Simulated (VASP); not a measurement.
Nb, 1 atom in the cell. It takes space group Fm-3m (No. 225, cubic). Conventional cell: a = 4.313 Å, b = 4.313 Å, c = 4.313 Å, α = 90.00°, β = 90.00°, γ = 90.00°. Nb (site symmetry m-3m) has 12 Nb at 3.05 Å within 4.0 Å.  This cell differs from its parent crystal: volume scaled by 1.06.

* Program: VASP 6.6.1
* Task: single point
* Functional: PBE
* Potentials or basis: VASP PAW PBE potentials, release 64 (Nb_sv)
* Cutoff: 520 eV
* k mesh: 11 × 11 × 11
* Occupations: fermi-dirac, width 0.05 eV
* Spin: no spin polarisation
* Dipole correction: no
* Further INCAR settings: ALGO = Normal; EDIFF = 1e-06; NBANDS = 12

Potentials or basis: VASP PAW PBE potentials, release 64 (Nb_sv).

Run with:

```sh
$ cat potpaw_PBE.64/Nb_sv/POTCAR > POTCAR
$ mpirun -np 1 vasp_std > vasp.out
```

Hardware: 1 thread of Intel Xeon 6975P-C, on a shared host.

How long does it take, and how much memory?

Wall time 7.2 s on 1 thread of Intel Xeon 6975P-C, with other jobs on the host, peak memory 0.14 GiB. Counts: scf iterations 12, k points 56.
